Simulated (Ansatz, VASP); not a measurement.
# Lu in VASP and in Ansatz

```
Lu
1.0
     3.45576    0.00000    0.00000
    -1.72788    2.99277    0.00000
     0.00000    0.00000    5.47588
Lu
2
Direct
  0.66667 0.33333 0.75000
  0.33333 0.66667 0.25000
```

Alike in both runs: task single point; functional r2SCAN; k mesh 9 × 9 × 5; occupations fermi-dirac, width 0.05 eV; no spin polarisation.

|  | VASP | Ansatz |
| --- | --- | --- |
| version | VASP 6.6.1 | Ansatz 0.2.0 |
| potentials or method | VASP PAW PBE potentials, release 64 (Lu) | Ansatz PAW |
| plane-wave cutoff (eV) | 520 | 500 |
| valence electrons in the cell | 50 | 50 |

Ansatz gave:

* gap on the k mesh at the Fermi level (eV): none
* pressure (GPa): 1.4
* traceless stress, the component that is largest in VASP (GPa): -0.84

Task: What did VASP give for the same quantities?

Result: gap on the k mesh at the Fermi level (eV): none; pressure (GPa): 1.7; traceless stress, the component that is largest in VASP (GPa): -0.79.

VASP's potentials were made for PBE, not for r2SCAN. A gap of «none» marks a metal or a gap that the smearing closes.

Neither program's run includes spin-orbit coupling.
